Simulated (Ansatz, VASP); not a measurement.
## Two plane-wave programs on HfSiO4

INCAR

```
SYSTEM = HfSiO4
ALGO = Normal
EDIFF = 1E-7
ENCUT = 520
GGA = PE
ISIF = 2
ISMEAR = 0
LASPH = .True.
LCHARG = .False.
LREAL = .False.
LWAVE = .False.
NBANDS = 50
NELM = 80
PREC = Accurate
SIGMA = 0.02
```

KPOINTS

```
k-points
0
Gamma
  6 6 6
  0 0 0
```

File POSCAR:

```
HfSiO4
1.0
   -3.3224525179      3.3224525179      3.0074740519
    3.3224525179     -3.3224525179      3.0074740519
    3.3224525179      3.3224525179     -3.0074740519
Hf Si O
2 2 8
Direct
    0.0000000000      0.0000000000      0.0000000000
    0.7500000000      0.2500000000      0.5000000000
    0.2500000000      0.7500000000      0.5000000000
    0.5000000000      0.5000000000      0.0000000000
    0.1347298441      0.3189389216      0.8157909225
    0.0689389216      0.7531479991      0.6842090775
    0.0689389216      0.3847298441      0.3157909225
    0.5031479991      0.3189389216      0.1842090775
    0.6810610784      0.4968520009      0.8157909225
    0.6152701559      0.9310610784      0.6842090775
    0.2468520009      0.9310610784      0.3157909225
    0.6810610784      0.8652701559      0.1842090775
```

Input for Ansatz:

```yaml
crystal:
  lattice:
    - [-3.3224525179, 3.3224525179, 3.0074740519]
    - [3.3224525179, -3.3224525179, 3.0074740519]
    - [3.3224525179, 3.3224525179, -3.0074740519]
  atoms:
    - { symbol: Hf, position: [0.0, 0.0, 0.0] }
    - { symbol: Hf, position: [0.75, 0.25, 0.5] }
    - { symbol: Si, position: [0.25, 0.75, 0.5] }
    - { symbol: Si, position: [0.5, 0.5, 0.0] }
    - { symbol: O, position: [0.1347298441, 0.3189389216, 0.8157909225] }
    - { symbol: O, position: [0.0689389216, 0.7531479991, 0.6842090775] }
    - { symbol: O, position: [0.0689389216, 0.3847298441, 0.3157909225] }
    - { symbol: O, position: [0.5031479991, 0.3189389216, 0.1842090775] }
    - { symbol: O, position: [0.6810610784, 0.4968520009, 0.8157909225] }
    - { symbol: O, position: [0.6152701559, 0.9310610784, 0.6842090775] }
    - { symbol: O, position: [0.2468520009, 0.9310610784, 0.3157909225] }
    - { symbol: O, position: [0.6810610784, 0.8652701559, 0.1842090775] }
basis:
  ecutwfc: 420
  xc_grid: 2
kpoints:
  mp_grid: { grid: [6, 6, 6] }
  band_path: { path: [VBM, CBM], npoints: 2 }
hamiltonian:
  xc: pbe
scf:
  occupations: { method: gaussian, width: 0.02 }
output:
  forces: true
  stress: true
  eigenvalues: true
```

Alike in both runs: task single point; functional PBE; k mesh 6 × 6 × 6; occupations gaussian, width 0.02 eV; no spin polarisation.

```csv
,VASP,Ansatz
version,VASP 6.6.1,Ansatz 0.2.0
potentials or method,"VASP PAW PBE potentials, release 64 (Hf_pv, Si, O), cutoff 520 eV","scalar-relativistic, plane waves, PAW"
valence electrons in the cell,76,108
```

|  | VASP | Ansatz | Ansatz less VASP |
| --- | --- | --- | --- |
| gap on the k mesh at the Fermi level (eV) | 5.27 | 5.33 | +0.057 |
| least direct gap on the mesh (eV) | 5.60 | 5.65 | +0.053 |
| pressure (GPa) | -1.6 | 0.0 | +1.60 |
| traceless stress, the component that is largest in VASP (GPa) | 0.19 | -0.04 | -0.231 |
| rms of the force components (eV/Å) | 0.086 | 0.001 | -0.0854 |

Atom by atom the forces differ by 0.087 eV/Å (rms over components). With one functional, cell and mesh, what is left measures potentials, basis and numerics. VASP's potentials hold 76 valence electrons a cell and Ansatz's 108, so a difference there can come from the potentials and not from the codes.

Spin-orbit coupling is off throughout.
